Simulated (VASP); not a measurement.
# Pb (P6/mmm) in VASP: further runs, part 2 of 2

VASP 6.6.1.

### 4 Single point, r2SCAN (30.04 Å³/atom)

This run uses another cell than the first one, of 30.04 Å³/atom.

File POSCAR:

```
Pb
1.0
    5.5660580003      0.0000000000      0.0000000000
   -2.7830290002      4.8203476272      0.0000000000
    0.0000000000      0.0000000000      3.3590213350
Pb
3
Direct
    1.0000000000      1.0000000000      0.0000000000
    0.3333333333      0.6666666667      0.5000000000
    0.6666666667      0.3333333333      0.5000000000
```

File INCAR.step1:

```
ALGO = Normal
EDIFF = 1E-4
ENCUT = 520
GGA = PE
ISMEAR = -1
LASPH = T
LCHARG = F
LREAL = F
LWAVE = T
NBANDS = 28
NELM = 80
PREC = Accurate
SIGMA = 0.1
```

File INCAR.step2:

```
ALGO = Normal
EDIFF = 1E-7
ENCUT = 520
ISIF = 2
ISMEAR = -1
ISTART = 1
LASPH = T
LCHARG = F
LMIXTAU = T
LREAL = F
LWAVE = F
METAGGA = R2SCAN
NBANDS = 28
NELM = 80
PREC = Accurate
SIGMA = 0.1
```

File KPOINTS:

```
k-points
0
Gamma
  7 7 10
```

The run is started by

```sh
cat potpaw_PBE.64/Pb_d/POTCAR > POTCAR
cp INCAR.step1 INCAR
mpirun -np 1 vasp_std > vasp.out
cp INCAR.step2 INCAR
mpirun -np 1 vasp_std > vasp.out
```

Wall time 6 min (1 thread of Intel Xeon Platinum 8488C (Sapphire Rapids), shared host); peak memory 0.27 GiB.

The run converged. Its results:

```
Free energy            : -168.6966 eV
Pressure               : 2.0 GPa
Band gap on the k mesh : zero (bands 21 and 22 overlap by 4.25 eV)
```

Stress tensor (GPa, compression positive):
```
2.29 0.00 0.00
0.00 2.29 0.00
0.00 0.00 1.43
```

Levels at points of the mesh, in eV from the Fermi level:
```tsv
k point	band 18	band 19	band 20	band 21	band 22	band 23	band 24	band 25
(0.00, 0.00, 0.00)	-7.35	-2.28	-2.28	-2.14	-2.14	3.19	7.52	8.03
(0.00, 0.00, 0.50)	-5.22	-2.25	-1.42	-0.42	-0.42	-0.40	1.00	1.00
```

Caveat: the PAW data sets were made with another functional, which shifts forces and pressure a little; spin-orbit coupling is left out, which moves the levels of the heavy elements.

### 5 Single point, r2SCAN (31.29 Å³/atom)

This run uses another cell than the first one, of 31.29 Å³/atom.

File POSCAR:

```
Pb
1.0
    5.6423148462      0.0000000000      0.0000000000
   -2.8211574231      4.8863879929      0.0000000000
    0.0000000000      0.0000000000      3.4050410445
Pb
3
Direct
    1.0000000000      1.0000000000      0.0000000000
    0.3333333333      0.6666666667      0.5000000000
    0.6666666667      0.3333333333      0.5000000000
```

File INCAR.step1:

```
PREC = Accurate ; ENCUT = 520
ISMEAR = -1 ; SIGMA = 0.1
LREAL = False ; LASPH = True
NELM = 100 ; NBANDS = 28
GGA = PE ; ALGO = Normal
EDIFF = 1E-4 ; LWAVE = True
LCHARG = False
```

File INCAR.step2:

```
PREC = Accurate ; ENCUT = 520
EDIFF = 1E-6 ; ISMEAR = -1
SIGMA = 0.1 ; LREAL = False
LASPH = True ; NELM = 100
ALGO = Normal ; ISIF = 2
LWAVE = False ; LCHARG = True
METAGGA = R2SCAN ; LMIXTAU = True
LELF = True ; LVHAR = True
NBANDS = 28 ; ISTART = 1
```

File KPOINTS:

```
Automatic mesh
0
Gamma
  7 7 10
```

The run is started by

```sh
cat potpaw_PBE.64/Pb_d/POTCAR > POTCAR
cp INCAR.step1 INCAR
mpirun -np 1 vasp_std > vasp.out
cp INCAR.step2 INCAR
mpirun -np 1 vasp_std > vasp.out
```

Wall time 5.2 min (1 thread of Intel Xeon Platinum 8488C (Sapphire Rapids), shared host); peak memory 0.28 GiB.

Results (log left out):

```yaml
Free_energy: -168.7215 eV
Pressure: 0.0 GPa
Band_gap_on_the_k_mesh: zero (bands 21 and 22 overlap by 4.03 eV)
```

Stress tensor (GPa, compression positive):
```
 0.34  0.00  0.00
 0.00  0.34  0.00
 0.00  0.00 -0.54
```

Levels at points of the mesh, in eV from the Fermi level:
| k point | band 18 | band 19 | band 20 | band 21 | band 22 | band 23 | band 24 | band 25 |
| --- | --- | --- | --- | --- | --- | --- | --- | --- |
| (0.00, 0.00, 0.00) | -7.35 | -2.15 | -2.15 | -2.00 | -2.00 | 3.12 | 7.38 | 7.67 |
| (0.00, 0.00, 0.50) | -5.38 | -2.21 | -1.36 | -0.36 | -0.36 | -0.34 | 1.02 | 1.02 |

Caveat: the PAW data sets were made with another functional, which shifts forces and pressure a little; spin-orbit coupling is left out, which moves the levels of the heavy elements.

### 6 Single point, r2SCAN (32.54 Å³/atom)

This run uses another cell than the first one, of 32.54 Å³/atom.

File POSCAR:

```
Pb
1.0
    5.7165643457      0.0000000000      0.0000000000
   -2.8582821729      4.9506899458      0.0000000000
    0.0000000000      0.0000000000      3.4498493546
Pb
3
Direct
    1.0000000000      1.0000000000      0.0000000000
    0.3333333333      0.6666666667      0.5000000000
    0.6666666667      0.3333333333      0.5000000000
```

File INCAR.step1:

```
ALGO = Normal
EDIFF = 1E-4
ENCUT = 520
GGA = PE
ISMEAR = -1
LASPH = True
LCHARG = False
LREAL = False
LWAVE = True
NBANDS = 28
NELM = 80
PREC = Accurate
SIGMA = 0.1
```

File INCAR.step2:

```
ALGO = Normal
EDIFF = 1E-6
ENCUT = 520
ISIF = 2
ISMEAR = -1
ISTART = 1
LASPH = True
LCHARG = True
LELF = True
LMIXTAU = True
LREAL = False
LVHAR = True
LWAVE = False
METAGGA = R2SCAN
NBANDS = 28
NELM = 80
PREC = Accurate
SIGMA = 0.1
```

File KPOINTS:

```
k-points
0
Gamma
  7 7 10
```

Potentials or basis: VASP PAW PBE potentials, release 64 (Pb_d).

The run is started by

```sh
cat potpaw_PBE.64/Pb_d/POTCAR > POTCAR
cp INCAR.step1 INCAR
mpirun -np 1 vasp_std > vasp.out
cp INCAR.step2 INCAR
mpirun -np 1 vasp_std > vasp.out
```

OUTCAR:

```text
EDIFF = 1E-6
   ENCUT = 520
   ISIF = 2
   ISMEAR = -1
   ISTART = 1
   LASPH = True
   LREAL = False
   METAGGA = R2SCAN
   NELM = 80
   PREC = Accurate

 ion  position               nearest neighbor table
   1  0.000  0.000  0.000-   2 3.72   3 3.72   2 3.72   3 3.72   3 3.72   3 3.72   2 3.72   2 3.72
                             3 3.72   3 3.72   2 3.72   2 3.72
   2  0.333  0.667  0.500-   3 3.30   3 3.30   3 3.30   1 3.72   1 3.72   1 3.72   1 3.72   1 3.72
                             1 3.72
   3  0.667  0.333  0.500-   2 3.30   2 3.30   2 3.30   1 3.72   1 3.72   1 3.72   1 3.72   1 3.72
                             1 3.72

  LATTYP: Found a hexagonal cell.
 ALAT       =     5.7165643457
 C/A-ratio  =     0.6034829919

  Lattice vectors:

 A1 = (   5.7165643457,   0.0000000000,   0.0000000000)
 A2 = (  -2.8582821729,   4.9506899458,   0.0000000000)
 A3 = (   0.0000000000,   0.0000000000,   3.4498493546)

Analysis of symmetry for initial positions (statically):
=====================================================================
 Subroutine PRICEL returns:
 Original cell was already a primitive cell.

 Routine SETGRP: Setting up the symmetry group for a
 hexagonal supercell.

 Subroutine GETGRP returns: Found 24 space group operations
 (whereof 24 operations were pure point group operations)
 out of a pool of 24 trial point group operations.

The static configuration has the point symmetry D_6h.

Analysis of symmetry for dynamics (positions and initial velocities):
=====================================================================
 Subroutine PRICEL returns:
 Original cell was already a primitive cell.

 Routine SETGRP: Setting up the symmetry group for a
 hexagonal supercell.

 Subroutine GETGRP returns: Found 24 space group operations
[... 118 lines left out ...]
   EMIN   =  10.00;   EMAX   =-10.00  energy-range for DOS
   EFERMI =   0.00;   METHOD = LEGACY
   ISMEAR =    -1;   SIGMA  =   0.10  broadening in eV -4-tet -1-fermi 0-gaus
   EFERMI_NEDOS =   21; number of points for ismear=-14 and -15
   IALGO  =     38    algorithm
   IMIX   =      4    mixing-type and parameters
     AMIX     =   0.40;   BMIX     =  1.00
     AMIX_MAG =   1.60;   BMIX_MAG =  1.00
  volume/ion in A,a.u.               =      32.54       219.62
  Fermi-wavevector in a.u.,A,eV,Ry     =   1.235827  2.335374 20.779741  1.527268
  Thomas-Fermi vector in A             =   2.370460
   LORBIT       =      0    0 simple, 1 ext, 2 COOP (PROOUT), +10 PAW based schemes
   METAGGA = R2SCAN    functional components
   LHFCALC =     F    Hartree Fock is set to
   AEXX    =    0.0000 exact exchange contribution
   IVDW    =     0    specifies the selected vdW correction
   LEPSILON=     F    determine dielectric tensor
   LRPA    =     F    only Hartree local field effects (RPA)
 non-spin polarized calculation
  energy-cutoff  :      520.00
  volume of cell :       97.63
 maximum number of plane-waves:      2677
 NGX is ok and might be reduce to    48
   NGX = 21   NGY = 21   NGZ = 13

 number of electron      42.0000003 magnetization

 Free energy of the ion-electron system (eV)
  ---------------------------------------------------
  ext. energy  EPLUGINS =         0.00000000
  ---------------------------------------------------
  free energy    TOTEN  =      -168.70559147 eV

  energy without entropy =     -168.64778437  energy(sigma->0) =     -168.67668792

 E-fermi :   6.4100     XC(G=0): -10.5281

 val. band max:        6.4035222403   @ k =   0.2857   0.2857   0.0000
 cond. band min:       6.4314326872   @ k =   0.4286   0.1429   0.2000
 fundamental gap:      0.0279104469
 Fermi energy:         6.4099890042

 k-point     1 :       0.0000    0.0000    0.0000
  band No.  band energies     occupation
      1     -11.4867      2.00000
      2     -11.3411      2.00000
      3     -11.3411      2.00000
      4     -11.2960      2.00000
      5     -11.2699      2.00000
      6     -11.2699      2.00000
[... 733 lines left out ...]
     27      11.8425      0.00000
     28      15.1215      0.00000

 [... further k-points ...]

------------------------ aborting loop because EDIFF is reached ----------------------------------------

  FORCE on cell =-STRESS in cart. coord.  units (eV):
  Direction    XX          YY          ZZ          XY          YZ          ZX
  --------------------------------------------------------------------------------------
  -------------------------------------------------------------------------------------
  Total       -0.7382115     -0.7382115     -1.2697280      0.0000000      0.0000000     -0.0000000
  in kB      -12.1140806    -12.1140806    -20.8362872      0.0000000      0.0000000     -0.0000000
  external PRESSURE =     -15.0214828 kB  Pullay stress =       0.0000000 kB

 VOLUME and BASIS-vectors are now :
 -----------------------------------------------------------------------------
  energy-cutoff  :      520.00
  volume of cell :       97.63
      direct lattice vectors                 reciprocal lattice vectors
     5.716564346  0.000000000  0.000000000     0.174930245  0.100996024  0.000000000
    -2.858282173  4.950689946  0.000000000     0.000000000  0.201992048  0.000000000
     0.000000000  0.000000000  3.449849355     0.000000000  0.000000000  0.289867730

 POSITION                                       TOTAL-FORCE (eV/Angst)
 -----------------------------------------------------------------------------------
      0.00000      0.00000      0.00000         0.000000      0.000000      0.000000
     -0.00000      3.30046      1.72492         0.000000     -0.000000     -0.000000
      2.85828      1.65023      1.72492        -0.000000      0.000000      0.000000
 -----------------------------------------------------------------------------------
    total drift:                               -0.000000      0.000000     -0.000000

  FREE ENERGIE OF THE ION-ELECTRON SYSTEM (eV)
  ---------------------------------------------------
  free  energy   TOTEN  =      -168.7055914654 eV

  energy  without entropy=     -168.6477843675  energy(sigma->0) =     -168.67668792
```

OUTCAR.step1:

```text
EDIFF = 1E-4
   ENCUT = 520
   GGA = PE
   ISMEAR = -1
   LASPH = True
   LREAL = False
[... 971 lines left out ...]
      0.00000      0.00000      0.00000        -0.000000      0.000000     -0.000000
     -0.00000      3.30046      1.72492        -0.000000      0.000000     -0.000000
      2.85828      1.65023      1.72492         0.000000     -0.000000      0.000000
 -----------------------------------------------------------------------------------
    total drift:                               -0.000000      0.000000     -0.000000

  FREE ENERGIE OF THE ION-ELECTRON SYSTEM (eV)
  ---------------------------------------------------
  free  energy   TOTEN  =       -10.5550288642 eV

  energy  without entropy=      -10.4922599651  energy(sigma->0) =      -10.52364441
```

Run time: 5.5 min. Hardware: 1 thread of Intel Xeon Platinum 8488C (Sapphire Rapids), shared host; peak memory 0.31 GiB.

What came out:

```yaml
Free_energy: -168.7056 eV
Pressure: -1.5 GPa
Band_gap_on_the_k_mesh: zero (bands 21 and 22 overlap by 3.82 eV)
```

Caveat: the PAW data sets were made with another functional, which shifts forces and pressure a little; spin-orbit coupling is left out, which moves the levels of the heavy elements.

### 7 Overview

| cell | gap on the mesh (eV) | pressure (GPa) |
| --- | --- | --- |
| a = 5.407, b = 5.407, c = 3.263 Å, angles 90.0, 90.0, 120.0°, 3 atoms | none | 7.6 |
| a = 5.488, b = 5.488, c = 3.312 Å, angles 90.0, 90.0, 120.0°, 3 atoms | none | 4.5 |
| a = 5.566, b = 5.566, c = 3.359 Å, angles 90.0, 90.0, 120.0°, 3 atoms | none | 2.0 |
| a = 5.642, b = 5.642, c = 3.405 Å, angles 90.0, 90.0, 120.0°, 3 atoms | none | 0.0 |
| a = 5.717, b = 5.717, c = 3.450 Å, angles 90.0, 90.0, 120.0°, 3 atoms | none | -1.5 |

Alike in all rows: task single point; level r2SCAN; potentials or basis VASP PAW PBE potentials, release 64 (Pb_d); no spin polarisation; k mesh 7 × 7 × 10; cutoff (eV) 520; smearing fermi-dirac 0.1 eV.

Caveats: the PAW data sets were made with another functional, which shifts forces and pressure a little; spin-orbit coupling is left out, which moves the levels of the heavy elements; the cell stands under pressure (at least some runs).

Total energies depend on the potentials used, so only differences within one code and one set of settings carry meaning.
